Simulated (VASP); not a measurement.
Input of a VASP 6.6.1 run:

The input INCAR:

```
SYSTEM = ZrB
PREC     = Accurate       ! precision mode
ENCUT    = 520            ! plane-wave cutoff, eV
EDIFF    = 1E-6           ! SCF threshold, eV
ISMEAR   = 0              ! smearing method
SIGMA    = 0.1            ! smearing width, eV
LREAL    = .False.        ! projectors in reciprocal space
LASPH    = .True.         ! aspherical terms in the spheres
NELM     = 60             ! most SCF steps
ALGO     = Normal         ! electronic algorithm
ISIF     = 2              ! what is computed and relaxed
LWAVE    = .False.        ! write WAVECAR
LCHARG   = .False.        ! write CHGCAR
GGA      = PS             ! functional
NBANDS   = 14             ! bands
```

Contents of KPOINTS:

```
Automatic mesh
0
Gamma
  14 14 14
  0 0 0
```

POSCAR

```
ZrB
1.0
    0.0000000000      2.4551744406      2.4551744406
    2.4551744406      0.0000000000      2.4551744406
    2.4551744406      2.4551744406      0.0000000000
Zr B
1 1
Direct
    0.0000000000      0.0000000000      0.0000000000
    0.5000000000      0.5000000000      0.5000000000
```

Potentials or basis: VASP PAW PBE potentials, release 64 (Zr_sv, B).

Launch:

```bash
$ cat potpaw_PBE.64/Zr_sv/POTCAR potpaw_PBE.64/B/POTCAR > POTCAR
$ mpirun -np 1 vasp_std > vasp.out
```

Task: Predict the pressure.

Result: -4.5 GPa.

Caveat: the PAW data sets were made with another functional, which shifts forces and pressure a little.
